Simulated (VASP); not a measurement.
# Zr (P6_3/mmc) in VASP: a series of runs, part 2 of 2

VASP 6.6.1. The steps go on from the part before.

**4. Single point, PBE**

INCAR reads:

```
SYSTEM = Zr
ALGO = Normal ; EDIFF = 1E-6
ENCUT = 520 ; GGA = PE
ISIF = 2 ; ISMEAR = -1
LASPH = .True. ; LCHARG = .False.
LREAL = .False. ; LWAVE = .False.
NBANDS = 19 ; NELM = 80
PREC = Accurate ; SIGMA = 0.05
```

KPOINTS reads:

```
k-points
0
Gamma
  14 14 8
  0 0 0
```

POSCAR reads:

```
Zr
1.0
    3.2097443663      0.0000000000      0.0000000000
   -1.6048721832      2.7797201609      0.0000000000
    0.0000000000      0.0000000000      5.1462781301
Zr
2
Direct
    0.3333333333      0.6666666667      0.2500000000
    0.6666666667      0.3333333333      0.7500000000
```

Potentials or basis: VASP PAW PBE potentials, release 64 (Zr_sv).

On the command line:

```sh
> cat potpaw_PBE.64/Zr_sv/POTCAR > POTCAR
> mpirun -np 1 vasp_std > vasp.out
```

OUTCAR:

```text
SYSTEM = Zr
   EDIFF = 1E-6
   ENCUT = 520
   GGA = PE
   ISIF = 2
   ISMEAR = -1
   LASPH = .True.
   LREAL = .False.
   NELM = 80
   PREC = Accurate

 ion  position               nearest neighbor table
   1  0.333  0.667  0.250-   2 3.17   2 3.17   2 3.17   2 3.17   2 3.17   2 3.17
   2  0.667  0.333  0.750-   1 3.17   1 3.17   1 3.17   1 3.17   1 3.17   1 3.17

  LATTYP: Found a hexagonal cell.
 ALAT       =     3.2097443663
 C/A-ratio  =     1.6033295935

  Lattice vectors:

 A1 = (   3.2097443663,   0.0000000000,   0.0000000000)
 A2 = (  -1.6048721832,   2.7797201609,   0.0000000000)
 A3 = (   0.0000000000,   0.0000000000,   5.1462781301)

Analysis of symmetry for initial positions (statically):
=====================================================================
 Subroutine PRICEL returns:
 Original cell was already a primitive cell.

 Routine SETGRP: Setting up the symmetry group for a
 hexagonal supercell.

 Subroutine GETGRP returns: Found 24 space group operations
 (whereof 12 operations were pure point group operations)
 out of a pool of 24 trial point group operations.
[... 161 lines left out ...]
  free energy    TOTEN  =       -17.04349318 eV

  energy without entropy =      -17.02554262  energy(sigma->0) =      -17.03451790

 E-fermi :   9.1639     XC(G=0): -11.1456

 val. band max:        9.1623717089   @ k =   0.2857   0.2143   0.5000
 cond. band min:       9.1639102975   @ k =   0.0000   0.0000   0.5000
 fundamental gap:      0.0015385887
 Fermi energy:         9.1639058075

 k-point     1 :       0.0000    0.0000    0.0000
  band No.  band energies     occupation
      1     -39.6578      2.00000
      2     -39.4982      2.00000
      3     -18.1993      2.00000
      4     -17.2906      2.00000
      5     -17.2906      2.00000
      6     -17.1606      2.00000
[... 505 lines left out ...]
      6     -17.6118      2.00000
[... 11 lines left out ...]
     18      13.8976      0.00000
     19      15.6978      0.00000

 [... further k-points ...]

------------------------ aborting loop because EDIFF is reached ----------------------------------------

  FORCE on cell =-STRESS in cart. coord.  units (eV):
  Direction    XX          YY          ZZ          XY          YZ          ZX
  --------------------------------------------------------------------------------------
  -------------------------------------------------------------------------------------
  Total        0.5204910      0.5204910      0.5173517     -0.0000000     -0.0000000      0.0000000
  in kB       18.1618054     18.1618054     18.0522647     -0.0000000     -0.0000000      0.0000000
  external PRESSURE =      18.1252918 kB  Pullay stress =       0.0000000 kB

 VOLUME and BASIS-vectors are now :
 -----------------------------------------------------------------------------
  energy-cutoff  :      520.00
  volume of cell :       45.92
      direct lattice vectors                 reciprocal lattice vectors
     3.209744366  0.000000000  0.000000000     0.311551291  0.179874222  0.000000000
    -1.604872183  2.779720161  0.000000000     0.000000000  0.359748443  0.000000000
     0.000000000  0.000000000  5.146278130     0.000000000  0.000000000  0.194315188

 POSITION                                       TOTAL-FORCE (eV/Angst)
 -----------------------------------------------------------------------------------
     -0.00000      1.85315      1.28657        -0.000000      0.000000      0.000000
      1.60487      0.92657      3.85971         0.000000     -0.000000      0.000000
 -----------------------------------------------------------------------------------
    total drift:                               -0.000000      0.000000     -0.000000

  FREE ENERGIE OF THE ION-ELECTRON SYSTEM (eV)
  ---------------------------------------------------
  free  energy   TOTEN  =       -17.0434931768 eV

  energy  without entropy=      -17.0255426243  energy(sigma->0) =      -17.03451790
```

OSZICAR:

```text
N       E                     dE             d eps       ncg     rms          rms(c)
DAV:   1     0.215449950856E+03    0.21545E+03   -0.13252E+04  4560   0.126E+03
DAV:   2    -0.163765305542E+01   -0.21709E+03   -0.21286E+03  5240   0.368E+02
DAV:   3    -0.173433625556E+02   -0.15706E+02   -0.15584E+02  8274   0.715E+01
DAV:   4    -0.177204138349E+02   -0.37705E+00   -0.37637E+00  5237   0.117E+01
DAV:   5    -0.177337266473E+02   -0.13313E-01   -0.13309E-01  6882   0.143E+00    0.147E+01
DAV:   6    -0.171499350613E+02    0.58379E+00   -0.90738E-01  4965   0.726E+00    0.584E+00
DAV:   7    -0.170369908145E+02    0.11294E+00   -0.58604E-01  6395   0.512E+00    0.112E+00
DAV:   8    -0.170434223433E+02   -0.64315E-02   -0.40349E-02  5963   0.149E+00    0.242E-01
DAV:   9    -0.170435343570E+02   -0.11201E-03   -0.14019E-03  5938   0.328E-01    0.331E-02
DAV:  10    -0.170434917385E+02    0.42618E-04   -0.34337E-05  5922   0.365E-02    0.223E-02
DAV:  11    -0.170434931714E+02   -0.14329E-05   -0.84576E-06  5084   0.315E-02    0.256E-03
DAV:  12    -0.170434931768E+02   -0.53956E-08   -0.29517E-07  2874   0.374E-03
   1 F= -.17043493E+02 E0= -.17034518E+02  d E =-.179506E-01
```

Run time: 98 s. Hardware: 1 thread of AMD EPYC 7R13, shared host; peak memory 0.19 GiB.

Results:

```
Free energy            : -17.0435 eV
Pressure               : 1.8 GPa
Band gap on the k mesh : zero (bands 12 and 13 overlap by 1.14 eV)
```

**5. The runs side by side**

| task | cell | cutoff (eV) | gap on the mesh (eV) | pressure (GPa) |
| --- | --- | --- | --- | --- |
| relaxation of cell and atoms | relaxed to 1.8 GPa from a = 3.210, b = 3.210, c = 5.146 Å, angles 90.0, 90.0, 120.0°, 2 atoms | 600 | none | 1.8 |
| single point | a = 3.212, b = 3.212, c = 5.141 Å, angles 90.0, 90.0, 120.0°, 2 atoms | 520 | none | 1.8 |
| single point | a = 3.210, b = 3.210, c = 5.146 Å, angles 90.0, 90.0, 120.0°, 2 atoms | 520 | none | 1.8 |

Alike in all rows: level PBE; potentials or basis VASP PAW PBE potentials, release 64 (Zr_sv); no spin polarisation; k mesh 14 × 14 × 8; smearing fermi-dirac 0.05 eV.

Caveats: the cell is relaxed towards a set pressure, so the run minimises the enthalpy, not the energy (at least some runs).

Total energies depend on the potentials used, so only differences within one code and one set of settings carry meaning.
